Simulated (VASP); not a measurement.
Here is a VASP 6.6.1 calculation.

The input POSCAR:

```
SrTiO3
1.0
    3.9068515029      0.0000000000      0.0000000000
    0.0000000000      3.9068515029      0.0000000000
    0.0000000000      0.0000000000      3.9068515029
Sr Ti O
1 1 3
Direct
    0.0000000000      0.0000000000      0.0000000000
    0.5000000000      0.5000000000      0.5000000000
    0.5000000000      0.0000000000      0.5000000000
    0.5000000000      0.5000000000      0.0000000000
    0.0000000000      0.5000000000      0.5000000000
```

Contents of INCAR.step1:

```
SYSTEM = SrTiO3
PREC = Accurate
ENCUT = 520
EDIFF = 1E-5
ISMEAR = 0
SIGMA = 0.01
LREAL = .False.
LASPH = .True.
NELM = 100
ALGO = Normal
ISIF = 2
LWAVE = .True.
LCHARG = .False.
NBANDS = 28
GGA = PE
```

Contents of INCAR.step2:

```
SYSTEM = SrTiO3
PREC = Accurate
ENCUT = 520
EDIFF = 1E-6
ISMEAR = 0
SIGMA = 0.01
LREAL = .False.
LASPH = .True.
NELM = 100
ALGO = Normal
ISIF = 2
LWAVE = .False.
LCHARG = .False.
GGA = PE
LHFCALC = .True.
HFSCREEN = 0.2079
PRECFOCK = Fast
NBANDS = 28
ISTART = 1
```

File KPOINTS:

```
regular mesh
0
Gamma
  4 4 4
  0 0 0
```

Potentials or basis: VASP PAW PBE potentials, release 64 (Sr_sv, Ti_sv, O).

The run is started by

```bash
$ cat potpaw_PBE.64/Sr_sv/POTCAR potpaw_PBE.64/Ti_sv/POTCAR potpaw_PBE.64/O/POTCAR > POTCAR
$ cp INCAR.step1 INCAR
$ mpirun -np 1 vasp_std > vasp.out
$ cp INCAR.step2 INCAR
$ mpirun -np 1 vasp_std > vasp.out
```

Question: What does it give for the pressure?

Answer: -1.1 GPa.

Question: Predict the band gap on the k mesh.

Answer: 3.29 eV (least direct gap 3.67 eV).

Caveat: the PAW data sets were made with another functional, which shifts forces and pressure a little. A k mesh can miss the band edges.
